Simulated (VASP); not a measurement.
Runs of VASP 6.6.1 on Pt. The structure is that of space group P6_3/mmc (No. 194), or close to it. The cells are those of the table. This isn't the form of Pt at room conditions, which is fcc.

```tsv
task	level	potentials or basis	spin	cell	k mesh	cutoff (eV)	smearing	grid for exact exchange (PRECFOCK)	share of exact exchange	screening parameter	gap on the mesh (eV)	pressure (GPa)
electric field gradients	PBE	VASP PAW PBE potentials, release 64 (Pt_sv_GW)	non-collinear, typed start, SOC	a = 2.761, b = 2.761, c = 4.792 Å, angles 90.0, 90.0, 120.0°, 2 atoms	11 × 11 × 6	430	fermi-dirac 0.01 eV	-	-	-	-	(b)
single point	HSE06	VASP PAW PBE potentials, release 64 (Pt)	off	a = 2.815, b = 2.815, c = 4.886 Å, angles 90.0, 90.0, 120.0°, 2 atoms	6 × 6 × 4	520	fermi-dirac 0.05 eV	Normal	0.25	0.2079 1/Å	none	(a)
single point	r2SCAN	VASP PAW PBE potentials, release 64 (Pt_sv_GW)	off	a = 2.723, b = 2.723, c = 4.727 Å, angles 90.0, 90.0, 120.0°, 2 atoms	11 × 11 × 6	630	fermi-dirac 0.05 eV	-	-	-	none	3.6
single point	HSE06	VASP PAW PBE potentials, release 64 (Pt)	off	a = 2.722, b = 2.722, c = 4.728 Å, angles 90.0, 90.0, 120.0°, 2 atoms	6 × 6 × 3	520	fermi-dirac 0.05 eV	Normal	0.25	0.2079 1/Å	none	0.3
single point	PBEsol-based global hybrid with 25 % exact exchange	VASP PAW PBE potentials, release 64 (Pt)	off	a = 2.761, b = 2.761, c = 4.792 Å, angles 90.0, 90.0, 120.0°, 2 atoms	6 × 6 × 3	520	fermi-dirac 0.05 eV	Normal	0.25	-	none	-17.0
```

Problem. Fill in the values left out.

Solution. (a) -20.2; (b) -1.9.

Caveats: some runs use coarse meshes; the PAW data sets were made with another functional, which shifts forces and pressure a little (at least some runs); spin-orbit coupling is left out, which moves the levels of the heavy elements (at least some runs); the cell stands under pressure (at least some runs).

A k mesh can miss the band edges, and rows without SOC leave out spin-orbit coupling on Pt.

A gap of «none» marks levels without a gap at the run's occupations.

The runs don't all hold the same shells in valence.
